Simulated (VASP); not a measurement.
A run of VASP 6.6.1:

The input INCAR:

```
PREC = Accurate ; ENCUT = 400
EDIFF = 1E-8 ; ISMEAR = -1
SIGMA = 0.08 ; LREAL = F
LASPH = T ; NELM = 120
ALGO = Normal ; ISIF = 2
LWAVE = F ; LCHARG = F
GGA = PE ; LEFG = T
NBANDS = 12 ; GGA_COMPAT = F
```

Contents of KPOINTS:

```
regular mesh
0
Gamma
  17 17 17
```

The input POSCAR:

```
Ta
1.0
   -1.6512800000      1.6512800000      1.6843056000
    1.6512800000     -1.6512800000      1.6843056000
    1.6512800000      1.6512800000     -1.6843056000
Ta
1
Direct
    0.0000000000      0.0000000000      0.0000000000
```

Potentials or basis: VASP PAW PBE potentials, release 64 (Ta_pv).

Run with:

```console
$ cat potpaw_PBE.64/Ta_pv/POTCAR > POTCAR
$ mpirun -np 1 vasp_std > vasp.out
```

Hardware: 1 thread of Intel Xeon 6975P-C, on a shared host.

**Question.** Estimate the wall time of this run.

**Answer.** It took 37 s on 1 thread of Intel Xeon 6975P-C (shared host), peak memory 0.18 GiB. Counts: scf iterations 14, k points 405.
